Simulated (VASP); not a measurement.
# BN (R3m) in VASP: notebook

BN is run at these levels: PBE; tasks: single point.

All numbers are computed with VASP 6.6.1; they aren't measurements. Logs are shortened: lines on timing, memory, paths and dates and some standing lists are left out, and cuts for length are marked.

**1. The cell of the first run**

It takes space group R3m (No. 160, trigonal). The conventional cell has a = 2.629 Å, b = 2.629 Å, c = 6.223 Å, α = 90.00°, β = 90.00°, γ = 120.00°. Within 2.1 Å of B (site symmetry 3m) lie 4 N at 1.56 to 1.60 Å. Within 2.1 Å of N (site symmetry 3m) lie 4 B at 1.56 to 1.60 Å.

**2. Single point, PBE (epitaxial 111 strain +3.0%)**

File INCAR:

```
ALGO = Normal
EDIFF = 1E-7
ENCUT = 520
GGA = PE
ISIF = 2
ISMEAR = 0
LASPH = True
LCHARG = False
LREAL = False
LWAVE = False
NBANDS = 11
NELM = 60
PREC = Accurate
SIGMA = 0.01
```

File KPOINTS:

```
k-points
0
Gamma
  6 6 6
```

File POSCAR:

```
BN
1.0
   -0.0416672041      1.8173030249      1.8173030249
    1.8173030249     -0.0416672041      1.8173030249
    1.8173030249      1.8173030249     -0.0416672041
B N
1 1
Direct
    0.0000135516      0.0000135516      0.0000135516
    0.2499864484      0.2499864484      0.2499864484
```

Potentials or basis: VASP PAW PBE potentials, release 64 (B, N).

Run with:

```console
cat potpaw_PBE.64/B/POTCAR potpaw_PBE.64/N/POTCAR > POTCAR
mpirun -np 1 vasp_std > vasp.out
```

OUTCAR:

```text
EDIFF = 1E-7
   ENCUT = 520
   GGA = PE
   ISIF = 2
   ISMEAR = 0
   LASPH = True
   LREAL = False
   NELM = 60
   PREC = Accurate

 ion  position               nearest neighbor table
   1  0.000  0.000  0.000-   2 1.56   2 1.60   2 1.60   2 1.60
   2  0.250  0.250  0.250-   1 1.56   1 1.60   1 1.60   1 1.60

  LATTYP: Found a trigonal (rhomboedric) cell.
 ALAT       =     2.5703923289
 COS(alpha) =     0.4769465915

  Lattice vectors:

 A1 = (  -0.0416672041,   1.8173030249,   1.8173030249)
 A2 = (   1.8173030249,  -0.0416672041,   1.8173030249)
 A3 = (   1.8173030249,   1.8173030249,  -0.0416672041)

Analysis of symmetry for initial positions (statically):
=====================================================================
 Subroutine PRICEL returns:
 Original cell was already a primitive cell.

 Routine SETGRP: Setting up the symmetry group for a
 trigonal (rhombohedral) supercell.

 Subroutine GETGRP returns: Found  6 space group operations
 (whereof  6 operations were pure point group operations)
 out of a pool of 12 trial point group operations.

The static configuration has the point symmetry C_3v.

Analysis of symmetry for dynamics (positions and initial velocities):
=====================================================================
 Subroutine PRICEL returns:
 Original cell was already a primitive cell.

 Routine SETGRP: Setting up the symmetry group for a
 trigonal (rhombohedral) supercell.

 Subroutine GETGRP returns: Found  6 space group operations
 (whereof  6 operations were pure point group operations)
 out of a pool of 12 trial point group operations.

The dynamic configuration has the point symmetry C_3v.

 Subroutine INISYM returns: Found  6 space group operations
 (whereof  6 operations are pure point group operations),
 and found     1 'primitive' translations

----------------------------------------------------------------------------------------

                                     Primitive cell

  volume of cell :      12.4164

  direct lattice vectors                    reciprocal lattice vectors
    -0.041667204  1.817303025  1.817303025    -0.265846923  0.272085307  0.272085307
     1.817303025 -0.041667204  1.817303025     0.272085307 -0.265846923  0.272085307
     1.817303025  1.817303025 -0.041667204     0.272085307  0.272085307 -0.265846923

  length of vectors
     2.570392329  2.570392329  2.570392329     0.467691581  0.467691581  0.467691581

  position of ions in fractional coordinates (direct lattice)
     0.000013552  0.000013552  0.000013552
     0.249986448  0.249986448  0.249986448

  ion indices of the primitive-cell ions
   primitive index   ion index
                 1           1
                 2           2

----------------------------------------------------------------------------------------

 KPOINTS: k-points

Automatic generation of k-mesh.
 Grid dimensions read from file:
 generate k-points for:    6    6    6

 Generating k-lattice:

  Cartesian coordinates                     Fractional coordinates (reciprocal lattice)
    -0.044307820  0.045347551  0.045347551     0.166666667  0.000000000  0.000000000
     0.045347551 -0.044307820  0.045347551     0.000000000  0.166666667  0.000000000
     0.045347551  0.045347551 -0.044307820     0.000000000  0.000000000  0.166666667

  Length of vectors
     0.077948597  0.077948597  0.077948597

  Shift w.r.t. Gamma in fractional coordinates (k-lattice)
     0.000000000  0.000000000  0.000000000

 Subroutine IBZKPT returns following result:
 ===========================================

 Found     32 irreducible k-points:

 Following reciprocal coordinates:
            Coordinates               Weight
  0.000000  0.000000  0.000000      1.000000
  0.166667 -0.000000 -0.000000      6.000000
  0.333333  0.000000  0.000000      6.000000
  0.500000  0.000000  0.000000      3.000000
  0.166667  0.166667  0.000000      6.000000
  0.333333  0.166667 -0.000000     12.000000
[... 16 lines left out ...]
  0.500000  0.500000  0.166667      6.000000
 -0.333333  0.500000  0.166667     12.000000
 [... further k-points ...]
   k-points           NKPTS =     32   k-points in BZ     NKDIM =     32   number of bands    NBANDS=     11
   number of dos      NEDOS =    301   number of ions     NIONS =      2
   total plane-waves  NPLWV =   8000
   dimension x,y,z NGX =    20 NGY =   20 NGZ =   20
   dimension x,y,z NGXF=    40 NGYF=   40 NGZF=   40
   ions per type =               1   1
   NGX,Y,Z   is equivalent  to a cutoff of  12.94, 12.94, 12.94 a.u.
   NGXF,Y,Z  is equivalent  to a cutoff of  25.87, 25.87, 25.87 a.u.
 SYSTEM =  unknown system
   PREC   = accura    normal or accurate (medium, high low for compatibility)
   ISTART =      0    job   : 0-new  1-cont  2-samecut
   ICHARG =      2    charge: 1-file 2-atom 10-const
   ISPIN  =      1    spin polarized calculation?
   LNONCOLLINEAR =      F non collinear calculations
   LSORBIT =      F    spin-orbit coupling
   LASPH  =      T    aspherical Exc in radial PAW
   ENCUT  =  520.0 eV  38.22 Ry    6.18 a.u.   4.78  4.78  4.78*2*pi/ulx,y,z
   NELM   =     60;   NELMIN=  2; NELMDL= -5     # of ELM steps
   EDIFF  = 0.1E-06   stopping-criterion for ELM
   LREAL  =      F    real-space projection
   EDIFFG = 0.1E-05   stopping-criterion for IOM
   NSW    =      0    number of steps for IOM
   IBRION =     -1    ionic relax: 0-MD 1-quasi-New 2-CG
   NFREE  =      0    steps in history (QN), initial steepest desc. (CG)
   ISIF   =      2    stress and relaxation
   ISYM   =      2    0-nonsym 1-usesym 2-fastsym
   POTIM  = 0.5000    time-step for ionic-motion
   TEBEG  =    0.0;   TEEND  =   0.0 temperature during run
   PSTRESS=    0.0 pullay stress
   NELECT =       8.0000    total number of electrons
   NUPDOWN=      -1.0000    fix difference up-down
   EMIN   =  10.00;   EMAX   =-10.00  energy-range for DOS
   EFERMI =   0.00;   METHOD = LEGACY
   ISMEAR =     0;   SIGMA  =   0.01  broadening in eV -4-tet -1-fermi 0-gaus
   EFERMI_NEDOS =   21; number of points for ismear=-14 and -15
   IALGO  =     38    algorithm
   IMIX   =      4    mixing-type and parameters
     AMIX     =   0.40;   BMIX     =  1.00
     AMIX_MAG =   1.60;   BMIX_MAG =  1.00
  volume/ion in A,a.u.               =       6.21        41.89
  Fermi-wavevector in a.u.,A,eV,Ry     =   1.413969  2.672014 27.202246  1.999309
  Thomas-Fermi vector in A             =   2.535560
   LORBIT       =      0    0 simple, 1 ext, 2 COOP (PROOUT), +10 PAW based schemes
   GGA     = PE    functional components
   LHFCALC =     F    Hartree Fock is set to
   AEXX    =    0.0000 exact exchange contribution
   IVDW    =     0    specifies the selected vdW correction
   LEPSILON=     F    determine dielectric tensor
   LRPA    =     F    only Hartree local field effects (RPA)
 non-spin polarized calculation
 Gauss-broadening in eV      SIGMA  =   0.01
  energy-cutoff  :      520.00
  volume of cell :       12.42
 maximum number of plane-waves:       347
   NGX =  9   NGY =  9   NGZ =  9

 number of electron       8.0000001 magnetization

 Free energy of the ion-electron system (eV)
  ---------------------------------------------------
  ext. energy  EPLUGINS =         0.00000000
  ---------------------------------------------------
  free energy    TOTEN  =       -17.40044662 eV

  energy without entropy =      -17.40044662  energy(sigma->0) =      -17.40044662

 E-fermi :   7.0185     XC(G=0): -12.5753

 val. band max:        6.8539492583   @ k =   0.0000   0.0000   0.0000
 cond. band min:      11.1750886294   @ k =   0.5000   0.5000  -0.0000
 fundamental gap:      4.3211393712
 Fermi energy:         7.0185010974

 k-point     1 :       0.0000    0.0000    0.0000
  band No.  band energies     occupation
      1     -12.8762      2.00000
      2       6.7715      2.00000
      3       6.7715      2.00000
      4       6.8539      2.00000
      5      15.0935      0.00000
      6      15.0935      0.00000
      7      15.3735      0.00000
      8      16.9739      0.00000
      9      30.6263      0.00000
     10      33.9825      0.00000
     11      33.9825      0.00000

 k-point     2 :       0.1667   -0.0000   -0.0000
  band No.  band energies     occupation
      1     -12.2453      2.00000
      2       3.8065      2.00000
      3       6.2313      2.00000
      4       6.2699      2.00000
      5      15.6098      0.00000
      6      15.9394      0.00000
      7      16.7356      0.00000
      8      18.3649      0.00000
      9      30.0656      0.00000
     10      30.1544      0.00000
     11      30.9287      0.00000

 k-point     3 :       0.3333    0.0000    0.0000
  band No.  band energies     occupation
      1     -10.5062      2.00000
      2      -0.8458      2.00000
      3       5.3720      2.00000
      4       5.4082      2.00000
      5      16.1749      0.00000
      6      16.8763      0.00000
      7      17.6523      0.00000
      8      20.6900      0.00000
      9      29.4011      0.00000
     10      30.2322      0.00000
     11      31.3157      0.00000

 k-point     4 :       0.5000    0.0000    0.0000
  band No.  band energies     occupation
      1      -8.9858      2.00000
      2      -3.4652      2.00000
      3       5.0035      2.00000
      4       5.0764      2.00000
      5      16.3645      0.00000
      6      16.9841      0.00000
      7      17.7663      0.00000
      8      21.5150      0.00000
      9      29.5754      0.00000
     10      32.2998      0.00000
     11      32.3634      0.00000

 k-point     5 :       0.1667    0.1667    0.0000
  band No.  band energies     occupation
      1     -12.0214      2.00000
      2       4.7368      2.00000
      3       5.0308      2.00000
      4       5.2651      2.00000
      5      14.2873      0.00000
      6      17.3682      0.00000
      7      17.5608      0.00000
      8      18.5966      0.00000
      9      25.7198      0.00000
     10      32.1755      0.00000
     11      35.1638      0.00000
[... 211 lines left out ...]
 k-point    21 :      -0.3333    0.3333    0.1667
  band No.  band energies     occupation
      1      -7.8573      2.00000
      2      -1.7475      2.00000
      3       0.9075      2.00000
      4       2.6371      2.00000
      5      16.0816      0.00000
      6      18.0497      0.00000
      7      21.0226      0.00000
      8      22.7207      0.00000
      9      24.5112      0.00000
     10      31.5828      0.00000
     11      33.8007      0.00000

 k-point    22 :      -0.1667    0.3333    0.1667
  band No.  band energies     occupation
      1      -9.1276      2.00000
      2      -0.3310      2.00000
      3       1.5839      2.00000
      4       3.4428      2.00000
      5      15.3942      0.00000
      6      18.4587      0.00000
      7      19.5935      0.00000
      8      21.8070      0.00000
      9      25.6787      0.00000
     10      31.3683      0.00000
     11      34.4917      0.00000

 k-point    23 :       0.5000    0.5000    0.1667
  band No.  band energies     occupation
      1      -8.0139      2.00000
      2      -1.1188      2.00000
      3       1.3442      2.00000
      4       2.4895      2.00000
      5      12.6812      0.00000
      6      17.7649      0.00000
      7      21.9712      0.00000
      8      22.2512      0.00000
      9      26.4532      0.00000
     10      32.5807      0.00000
     11      36.1922      0.00000

 k-point    24 :      -0.3333    0.5000    0.1667
  band No.  band energies     occupation
      1      -7.3959      2.00000
      2      -1.1055      2.00000
      3       0.8266      2.00000
      4       1.0584      2.00000
      5      14.3469      0.00000
      6      18.4544      0.00000
      7      21.1476      0.00000
      8      22.9796      0.00000
      9      25.6687      0.00000
     10      31.7470      0.00000
     11      36.1999      0.00000

 [... further k-points ...]

------------------------ aborting loop because EDIFF is reached ----------------------------------------

  FORCE on cell =-STRESS in cart. coord.  units (eV):
  Direction    XX          YY          ZZ          XY          YZ          ZX
  --------------------------------------------------------------------------------------
  -------------------------------------------------------------------------------------
  Total       -1.0661466     -1.0661466     -1.0661466      0.7161514      0.7161514      0.7161514
  in kB     -137.5728811   -137.5728811   -137.5728811     92.4103689     92.4103689     92.4103689
  external PRESSURE =    -137.5728811 kB  Pullay stress =       0.0000000 kB

 VOLUME and BASIS-vectors are now :
 -----------------------------------------------------------------------------
  energy-cutoff  :      520.00
  volume of cell :       12.42
      direct lattice vectors                 reciprocal lattice vectors
    -0.041667204  1.817303025  1.817303025    -0.265846923  0.272085307  0.272085307
     1.817303025 -0.041667204  1.817303025     0.272085307 -0.265846923  0.272085307
     1.817303025  1.817303025 -0.041667204     0.272085307  0.272085307 -0.265846923

 POSITION                                       TOTAL-FORCE (eV/Angst)
 -----------------------------------------------------------------------------------
      0.00005      0.00005      0.00005        -0.024381     -0.024381     -0.024381
      0.89819      0.89819      0.89819         0.024381      0.024381      0.024381
 -----------------------------------------------------------------------------------
    total drift:                                0.000028      0.000028      0.000028

  FREE ENERGIE OF THE ION-ELECTRON SYSTEM (eV)
  ---------------------------------------------------
  free  energy   TOTEN  =       -17.4004466175 eV

  energy  without entropy=      -17.4004466175  energy(sigma->0) =      -17.40044662
```

Run time: 4.9 s. Hardware: 1 thread of Intel Xeon Platinum 8259CL at 2.50GHz (Skylake/Cascade Lake), shared host; peak memory 0.12 GiB.

What came out:

| Property | Result |
| --- | --- |
| Free energy | -17.4004 eV |
| Pressure | -13.8 GPa |
| Largest force | 0.042 eV/Å |
| Band gap on the k mesh | 4.32 eV, indirect (least direct gap 8.24 eV) |

Forces on the atoms (eV/Å):
```
B   -0.024 -0.024 -0.024
N    0.024  0.024  0.024
```

Stress tensor (GPa, compression positive):
```
-13.76   9.24   9.24
  9.24 -13.76   9.24
  9.24   9.24 -13.76
```

Caveat: the k points lie up to 0.49 Å⁻¹ apart; the cell differs from its parent crystal (epitaxial 111 strain +3.0%).

**3. Single point, PBE (epitaxial 111 strain +4.0%)**

File INCAR:

```
SYSTEM = BN
ALGO = Normal ; EDIFF = 1E-6
ENCUT = 520 ; GGA = PE
ISIF = 2 ; ISMEAR = 0
LASPH = .True. ; LCHARG = .False.
LREAL = .False. ; LWAVE = .False.
NBANDS = 11 ; NELM = 100
PREC = Accurate ; SIGMA = 0.01
```

File KPOINTS:

```
k-points
0
Gamma
  6 6 6
  0 0 0
```

File POSCAR:

```
BN
1.0
   -0.0554560606      1.8215624230      1.8215624230
    1.8215624230     -0.0554560606      1.8215624230
    1.8215624230      1.8215624230     -0.0554560606
B N
1 1
Direct
    0.0001022611      0.0001022611      0.0001022611
    0.2498977389      0.2498977389      0.2498977389
```

Potentials or basis: VASP PAW PBE potentials, release 64 (B, N).

Run with:

```console
cat potpaw_PBE.64/B/POTCAR potpaw_PBE.64/N/POTCAR > POTCAR
mpirun -np 1 vasp_std > vasp.out
```

Run time: 5.3 s. Hardware: 1 thread of Intel Xeon Platinum 8259CL at 2.50GHz (Skylake/Cascade Lake), shared host; peak memory 0.12 GiB.

The run converged. Its results:

```
Free energy            : -17.3596 eV
Pressure               : -18.9 GPa
Largest force          : 0.064 eV/Å
Band gap on the k mesh : 4.29 eV, indirect (least direct gap 8.07 eV)
```

Forces in eV/Å, atoms in the order of the input:
```
B   -0.037 -0.037 -0.037
N    0.037  0.037  0.037
```

Stress tensor (GPa, compression positive):
```
-18.86  11.76  11.76
 11.76 -18.86  11.76
 11.76  11.76 -18.86
```

Levels at points of the mesh, in eV from the valence-band top:
```
           k point  band 2  band 3  band 4  band 5  band 6  band 7
(0.00, 0.00, 0.00)   -0.07   -0.07    0.00    8.07    8.07    8.23
(0.50, 0.00, 0.00)  -10.16   -1.81   -1.69    9.29    9.95   11.02
(0.50, 0.50, 0.00)   -8.54   -4.88   -4.34    4.29    8.88   16.70
(0.50, 0.50, 0.50)  -10.02   -2.18   -2.18    8.48    9.99    9.99
```

Caveat: the k points lie up to 0.49 Å⁻¹ apart; the cell differs from its parent crystal (epitaxial 111 strain +4.0%). A k mesh can miss the band edges.

**4. Single point, PBE (epitaxial 111 strain -2.0%)**

File INCAR:

```
SYSTEM = BN
  PREC = Accurate
  ENCUT = 520
  EDIFF = 1E-6
  ISMEAR = -1
  SIGMA = 0.02
  LREAL = .False.
  LASPH = .True.
  NELM = 60
  ALGO = Normal
  ISIF = 2
  LWAVE = .False.
  LCHARG = .True.
  GGA = PE
  LELF = .True.
  LVHAR = .True.
  NBANDS = 11
```

File KPOINTS:

```
regular mesh
0
Gamma
  12 12 12
  0 0 0
```

File POSCAR:

```
BN
1.0
    0.0279397916      1.7966687473      1.7966687473
    1.7966687473      0.0279397916      1.7966687473
    1.7966687473      1.7966687473      0.0279397916
B N
1 1
Direct
    0.0001412061      0.0001412061      0.0001412061
    0.2498587939      0.2498587939      0.2498587939
```

Run with:

```console
cat potpaw_PBE.64/B/POTCAR potpaw_PBE.64/N/POTCAR > POTCAR
mpirun -np 1 vasp_std > vasp.out
```

Run time: 19 s. Hardware: 1 thread of Intel Xeon Platinum 8259CL at 2.50GHz (Skylake/Cascade Lake), shared host; peak memory 0.13 GiB.

Results (log left out):

```yaml
Free_energy: -17.4010 eV
Pressure: 20.9 GPa
Largest_force: 0.036 eV/Å
Band_gap_on_the_k_mesh: 4.44 eV, indirect (least direct gap 8.44 eV)
```

Forces on the atoms (eV/Å):
```
B    0.021  0.021  0.021
N   -0.021 -0.021 -0.021
```

Stress tensor (GPa, compression positive):
```
20.87 -7.79 -7.79
-7.79 20.87 -7.79
-7.79 -7.79 20.87
```

Levels at points of the mesh, in eV from the valence-band top:
| k point | band 1 | band 2 | band 3 | band 4 | band 5 | band 6 | band 7 | band 8 | band 9 |
| --- | --- | --- | --- | --- | --- | --- | --- | --- | --- |
| (0.00, 0.00, 0.00) | -20.76 | -0.14 | 0.00 | 0.00 | 8.44 | 9.18 | 9.18 | 11.12 | 25.49 |
| (0.50, 0.00, 0.00) | -16.27 | -11.10 | -2.13 | -2.13 | 10.28 | 10.84 | 11.04 | 15.65 | 23.94 |
| (0.50, 0.50, 0.00) | -14.92 | -9.24 | -5.31 | -5.00 | 4.44 | 9.44 | 18.44 | 18.52 | 21.52 |
| (0.50, 0.50, 0.50) | -16.55 | -11.19 | -1.88 | -1.88 | 11.07 | 11.07 | 11.09 | 15.58 | 24.12 |

Caveat: the cell differs from its parent crystal (epitaxial 111 strain -2.0%). A k mesh can miss the band edges.

**5. Overview**

| cell | k mesh | smearing | gap on the mesh (eV) | pressure (GPa) | largest force (eV/Å) |
| --- | --- | --- | --- | --- | --- |
| a = 2.570 Å, angles 61.5°, 2 atoms | 6 × 6 × 6 | gaussian 0.01 eV | 4.32 | -13.8 | 0.04 |
| a = 2.577 Å, angles 62.0°, 2 atoms | 6 × 6 × 6 | gaussian 0.01 eV | 4.29 | -18.9 | 0.06 |
| a = 2.541 Å, angles 59.0°, 2 atoms | 12 × 12 × 12 | fermi-dirac 0.02 eV | 4.44 | 20.9 | 0.04 |

Alike in all rows: task single point; level PBE; potentials or basis VASP PAW PBE potentials, release 64 (B, N); no spin polarisation; cutoff (eV) 520.

Caveats: some runs use coarse meshes.

Absolute energies hang on the potentials; compare differences alone.
